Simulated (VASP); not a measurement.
Here is a VASP 6.6.1 calculation.

The input INCAR:

```
PREC = Accurate
ENCUT = 520
EDIFF = 1E-6
ISMEAR = 1
SIGMA = 0.1
LREAL = False
LASPH = True
NELM = 80
ALGO = Normal
ISIF = 2
LWAVE = False
LCHARG = True
LELF = True
LVHAR = True
NBANDS = 33
```

Contents of KPOINTS:

```
regular mesh
0
Gamma
  7 7 7
```

The input POSCAR:

```
Sr3BiN
1.0
    5.2349399300      0.0000000000      0.0000000000
    0.0000000000      5.2349399300      0.0000000000
    0.0000000000      0.0000000000      5.2000403305
Sr Bi N
3 1 1
Direct
    0.5000000000      0.5000000000      0.0000000000
    0.0000000000      0.5000000000      0.5000000000
    0.5000000000      0.0000000000      0.5000000000
    0.0000000000      0.0000000000      0.0000000000
    0.5000000000      0.5000000000      0.5000000000
```

Potentials or basis: VASP PAW LDA potentials, release 64 (Sr_sv, Bi_d, N).

The run is started by

```bash
$ cat potpaw_LDA.64/Sr_sv/POTCAR potpaw_LDA.64/Bi_d/POTCAR potpaw_LDA.64/N/POTCAR > POTCAR
$ mpirun -np 1 vasp_std > vasp.out
```

What does it give for the band gap on the k mesh?

0.18 eV.

Estimate the pressure.

-2.8 GPa.

Stress tensor (GPa, compression positive):
```
-3.01  0.00  0.00
 0.00 -3.01  0.00
 0.00  0.00 -2.50
```

Caveat: spin-orbit coupling is left out, which moves the levels of the heavy elements; an odd mesh through Γ misses points on the zone boundary, where band edges can lie.
